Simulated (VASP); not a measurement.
# Hf in VASP: single point with LDA

Aim: the single point of Hf with LDA.

Program: VASP 6.6.1. These are calculated values, not measurements. Logs are shortened: lines on timing, memory, paths and dates and some standing lists are left out, and cuts for length are marked.

**1. The cell of the first run**

The cell holds a slab with vacuum, 2 atoms: a = 3.119 Å, b = 4.942 Å, c = 16.900 Å, α = 90.00°, β = 90.00°, γ = 90.00°.

**2. Single point, LDA**

File POSCAR:

```
Hf
1.0
    3.1190139515      0.0000000000      0.0000000000
    0.0000000000      4.9418267774      0.0000000000
    0.0000000000      0.0000000000     16.9004000000
Hf
2
Direct
    0.7500000000      0.7500000000      0.4733621166
    0.2500000000      0.2500000000      0.5266378834
```

File INCAR.step1:

```
SYSTEM = Hf
ALGO = Normal
DIPOL = 0.5 0.5 0.500
EDIFF = 1E-6
ENCUT = 520
IDIPOL = 3
ISIF = 2
ISMEAR = -1
LASPH = .True.
LCHARG = .True.
LDIPOL = .True.
LMAXMIX = 4
LREAL = .False.
LWAVE = .False.
NBANDS = 17
NELM = 100
PREC = Accurate
SIGMA = 0.05
```

File KPOINTS.step1:

```
k-points
0
Gamma
  12 8 1
  0 0 0
```

File INCAR.step2:

```
SYSTEM = Hf
ALGO = Normal
DIPOL = 0.5 0.5 0.500
EDIFF = 1E-6
ENCUT = 520
ICHARG = 11
IDIPOL = 3
ISIF = 2
ISMEAR = -5
LASPH = .True.
LCHARG = .False.
LDIPOL = .True.
LMAXMIX = 4
LORBIT = 10
LREAL = .False.
LWAVE = .False.
NBANDS = 17
NEDOS = 2001
NELM = 100
PREC = Accurate
SIGMA = 0.05
```

File KPOINTS.step2:

```
k-points
0
Gamma
  18 12 1
  0 0 0
```

Potentials or basis: VASP PAW LDA potentials, release 64 (Hf_pv).

Launch:

```sh
$ cat potpaw_LDA.64/Hf_pv/POTCAR > POTCAR
$ cp INCAR.step1 INCAR
$ cp KPOINTS.step1 KPOINTS
$ mpirun -np 1 vasp_std > vasp.out
$ cp INCAR.step2 INCAR
$ cp KPOINTS.step2 KPOINTS
$ mpirun -np 1 vasp_std > vasp.out
```

OUTCAR:

```text
SYSTEM = Hf
   EDIFF = 1E-6
   ENCUT = 520
   ICHARG = 11
   ISIF = 2
   ISMEAR = -5
   LASPH = .True.
   LORBIT = 10
   LREAL = .False.
   NELM = 100
   PREC = Accurate

 ion  position               nearest neighbor table
   1  0.750  0.750  0.473-   2 3.06   2 3.06   2 3.06   2 3.06
   2  0.250  0.250  0.527-   1 3.06   1 3.06   1 3.06   1 3.06

  LATTYP: Found a simple orthorhombic cell.
 ALAT       =     3.1190139515
 B/A-ratio  =     1.5844195808
 C/A-ratio  =     5.4185073433

  Lattice vectors:

 A1 = (   3.1190139515,   0.0000000000,   0.0000000000)
 A2 = (   0.0000000000,   4.9418267774,   0.0000000000)
 A3 = (   0.0000000000,   0.0000000000,  16.9004000000)

Analysis of symmetry for initial positions (statically):
=====================================================================
 Subroutine PRICEL returns:
 Original cell was already a primitive cell.

 Routine SETGRP: Setting up the symmetry group for a
 simple orthorhombic supercell.

 Subroutine GETGRP returns: Found  8 space group operations
 (whereof  2 operations were pure point group operations)
 out of a pool of  8 trial point group operations.

The static configuration has the point symmetry S_2 .
 The point group associated with its full space group is D_2h.

Analysis of symmetry for dynamics (positions and initial velocities):
=====================================================================
 Subroutine PRICEL returns:
 Original cell was already a primitive cell.

 Routine SETGRP: Setting up the symmetry group for a
 simple orthorhombic supercell.

 Subroutine GETGRP returns: Found  8 space group operations
 (whereof  2 operations were pure point group operations)
 out of a pool of  8 trial point group operations.

The dynamic configuration has the point symmetry S_2 .
 The point group associated with its full space group is D_2h.

 Subroutine INISYM returns: Found  8 space group operations
 (whereof  2 operations are pure point group operations),
 and found     1 'primitive' translations

----------------------------------------------------------------------------------------

                                     Primitive cell

  volume of cell :     260.4965

  direct lattice vectors                    reciprocal lattice vectors
     3.119013951  0.000000000  0.000000000     0.320614148  0.000000000  0.000000000
     0.000000000  4.941826777  0.000000000     0.000000000  0.202354321  0.000000000
     0.000000000  0.000000000 16.900400000     0.000000000  0.000000000  0.059170197
[... 99 lines left out ...]
   EMIN   =  10.00;   EMAX   =-10.00  energy-range for DOS
   EFERMI =   0.00;   METHOD = LEGACY
   ISMEAR =    -5;   SIGMA  =   0.05  broadening in eV -4-tet -1-fermi 0-gaus
   EFERMI_NEDOS =   21; number of points for ismear=-14 and -15
   IALGO  =     38    algorithm
   IMIX   =      4    mixing-type and parameters
     AMIX     =   0.40;   BMIX     =  1.00
     AMIX_MAG =   1.60;   BMIX_MAG =  1.00
  volume/ion in A,a.u.               =     130.25       878.96
  Fermi-wavevector in a.u.,A,eV,Ry     =   0.695800  1.314871  6.587086  0.484137
  Thomas-Fermi vector in A             =   1.778673
   LORBIT       =     10    0 simple, 1 ext, 2 COOP (PROOUT), +10 PAW based schemes
   GGA     = CA    functional components
   LHFCALC =     F    Hartree Fock is set to
   AEXX    =    0.0000 exact exchange contribution
   IVDW    =     0    specifies the selected vdW correction
   LEPSILON=     F    determine dielectric tensor
   LRPA    =     F    only Hartree local field effects (RPA)
 non-spin polarized calculation
 Fermi weights with tetrahedron method with Bloechl corrections
  energy-cutoff  :      520.00
  volume of cell :      260.50
 maximum number of plane-waves:      7058
 NGX is ok and might be reduce to    24

 number of electron      20.0000000 magnetization

 dipolmoment           0.000000      0.000000     -0.000000 electrons x Angstroem

 Free energy of the ion-electron system (eV)
  ---------------------------------------------------
  ext. energy  EPLUGINS =         0.00000000
  ---------------------------------------------------
  free energy    TOTEN  =       -16.77059449 eV

  energy without entropy =      -16.77059449  energy(sigma->0) =      -16.77059449

 E-fermi :  -2.6432     XC(G=0):  -3.2079

 val. band max:       -2.6312274629   @ k =   0.3333   0.4167   0.0000
 cond. band min:      -2.6519371711   @ k =   0.3889   0.2500   0.0000
 fundamental gap:     -0.0207097083
 Fermi energy:        -2.6432268827

 k-point     1 :       0.0000    0.0000    0.0000
  band No.  band energies     occupation
      1     -33.6106      2.00000
      2     -33.4979      2.00000
      3     -33.4869      2.00000
      4     -33.1235      2.00000
      5     -32.9158      2.00000
      6     -32.9033      2.00000
[... 457 lines left out ...]
      4     -33.1970      2.00000
      5     -33.0935      2.00000
      6     -32.9409      2.00000
[... 9 lines left out ...]
     16       0.5319      0.00000
     17       1.3430      0.00000

 [... further k-points ...]

------------------------ aborting loop because EDIFF is reached ----------------------------------------

 vacuum level on the upper side and lower side of the slab       (xc-potential included)        -0.103        -0.103

  FORCE on cell =-STRESS in cart. coord.  units (eV):
  Direction    XX          YY          ZZ          XY          YZ          ZX
  --------------------------------------------------------------------------------------
  -------------------------------------------------------------------------------------
  Total       -6.1198807     -7.1051420     -0.4650926      0.0000000      0.0000000      0.0000000
  in kB      -37.6401822    -43.7000090     -2.8605411      0.0000000      0.0000000      0.0000000
  external PRESSURE =     -28.0669108 kB  Pullay stress =       0.0000000 kB

 VOLUME and BASIS-vectors are now :
 -----------------------------------------------------------------------------
  energy-cutoff  :      520.00
  volume of cell :      260.50
      direct lattice vectors                 reciprocal lattice vectors
     3.119013951  0.000000000  0.000000000     0.320614148  0.000000000  0.000000000
     0.000000000  4.941826777  0.000000000     0.000000000  0.202354321  0.000000000
     0.000000000  0.000000000 16.900400000     0.000000000  0.000000000  0.059170197

 POSITION                                       TOTAL-FORCE (eV/Angst)
 -----------------------------------------------------------------------------------
      2.33926      3.70637      8.00001         0.000000      0.000000      0.226001
      0.77975      1.23546      8.90039         0.000000     -0.000000     -0.226001
 -----------------------------------------------------------------------------------
    total drift:                                0.000000     -0.000000     -0.000000

  FREE ENERGIE OF THE ION-ELECTRON SYSTEM (eV)
  ---------------------------------------------------
  free  energy   TOTEN  =       -16.7705944891 eV

  energy  without entropy=      -16.7705944891  energy(sigma->0) =      -16.77059449

 vacuum level on the upper side and lower side of the slab         1.544         1.544

 total charge

# of ion       s       p       d       tot
------------------------------------------
    1        0.418   6.182   1.542   8.141
    2        0.418   6.182   1.542   8.141
--------------------------------------------------
tot          0.835  12.363   3.083  16.281
```

It took 3.4 min on 1 thread of Intel Xeon Platinum 8488C (Sapphire Rapids), shared host; peak memory 0.41 GiB.

Results:

- Valence electrons inside the program's atomic spheres: Hf 8.14

Caveat: spin-orbit coupling is left out, which moves the levels of the heavy elements.
